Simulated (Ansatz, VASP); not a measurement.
# One calculation of V, two programs

File INCAR:

```
PREC = Accurate
ENCUT = 500
EDIFF = 1E-6
ISMEAR = 0
SIGMA = 0.05
LREAL = F
LASPH = T
NELM = 120
ALGO = Normal
ISIF = 2
LWAVE = F
LCHARG = T
GGA = PE
LELF = T
LVHAR = T
NBANDS = 12
GGA_COMPAT = F
```

The input KPOINTS:

```
Automatic mesh
0
Gamma
  20 20 20
```

File POSCAR:

```
V
1.0
   -1.4983851313      1.4983851313      1.4983851313
    1.4983851313     -1.4983851313      1.4983851313
    1.4983851313      1.4983851313     -1.4983851313
V
1
Direct
    0.0000000000      0.0000000000      0.0000000000
```

Input for Ansatz:

```yaml
crystal:
  lattice:
    - [-1.4983851313, 1.4983851313, 1.4983851313]
    - [1.4983851313, -1.4983851313, 1.4983851313]
    - [1.4983851313, 1.4983851313, -1.4983851313]
  atoms:
    - { symbol: V, position: [0.0, 0.0, 0.0] }
basis:
  ecutwfc: 420
  ecutrho_ratio: 4
kpoints:
  mp_grid: { grid: [20, 20, 20] }
hamiltonian:
  xc: pbe
scf:
  occupations: { method: gaussian, width: 0.05 }
output:
  forces: true
  stress: true
  eigenvalues: true
```

Alike in both runs: task single point; functional PBE; k mesh 20 × 20 × 20; occupations gaussian, width 0.05 eV; no spin polarisation.

|  | VASP | Ansatz |
| --- | --- | --- |
| version | VASP 6.6.1 | Ansatz 0.2.0 |
| potentials or method | VASP PAW PBE potentials, release 64 (V_sv), cutoff 500 eV | scalar-relativistic, plane waves, PAW |
| valence electrons in the cell | 13 | 13 |

VASP gave:

| Property | Result |
| --- | --- |
| gap on the k mesh at the Fermi level (eV) | none |
| pressure (GPa) | 0.1 |

Task: Which values does Ansatz return?

Result: gap on the k mesh at the Fermi level (eV): none; pressure (GPa): 0.0.

A gap of «none» marks a metal or a gap that the smearing closes.
